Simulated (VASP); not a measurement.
A run of VASP 6.6.1:

The input INCAR:

```
PREC = Accurate
ENCUT = 520
EDIFF = 1E-6
ISMEAR = 0
SIGMA = 0.1
LREAL = F
LASPH = T
NELM = 100
ALGO = Normal
ISIF = 2
LWAVE = F
LCHARG = F
GGA = PE
NBANDS = 56
```

KPOINTS

```
Automatic mesh
0
Gamma
  2 2 2
```

Contents of POSCAR:

```
BeCd2S3
1.0
   -0.0002719013      0.0002341445     -6.3472430372
    5.9096578161     -3.4175590093      0.0002775843
   -5.9096801361     -3.4175637793     -0.0000896834
Be Cd S
2 4 6
Direct
    0.5008753604      0.8468279809      0.8468038940
    0.0007917124      0.1531918864      0.1532529316
    0.5050307140      0.4847295262      0.1669964599
    0.0051247078      0.5152503727      0.8330564732
    0.5048602388      0.1670086784      0.4846397196
    0.0050106803      0.8330499484      0.5152552093
    0.4067450074      0.8349519904      0.5423358480
    0.4068662654      0.5423868952      0.8349588123
    0.3411152170      0.1224020500      0.1224318066
    0.9067627829      0.4575968508      0.1651058973
    0.9066722265      0.1651009834      0.4576516301
    0.8411450873      0.8775028371      0.8775113180
```

Potentials or basis: VASP PAW PBE potentials, release 64 (Be, Cd, S).

Run with:

```console
$ cat potpaw_PBE.64/Be/POTCAR potpaw_PBE.64/Cd/POTCAR potpaw_PBE.64/S/POTCAR > POTCAR
$ mpirun -np 1 vasp_std > vasp.out
```

Hardware: 1 thread of AMD EPYC 7R13 Processor (Zen 3), with other jobs on the host.

How long does it take, and how much memory?

Run time: 2.1 min on 1 thread of AMD EPYC 7R13 Processor (Zen 3) (shared host), peak memory 0.37 GiB. Counts: scf iterations 16, k points 8.
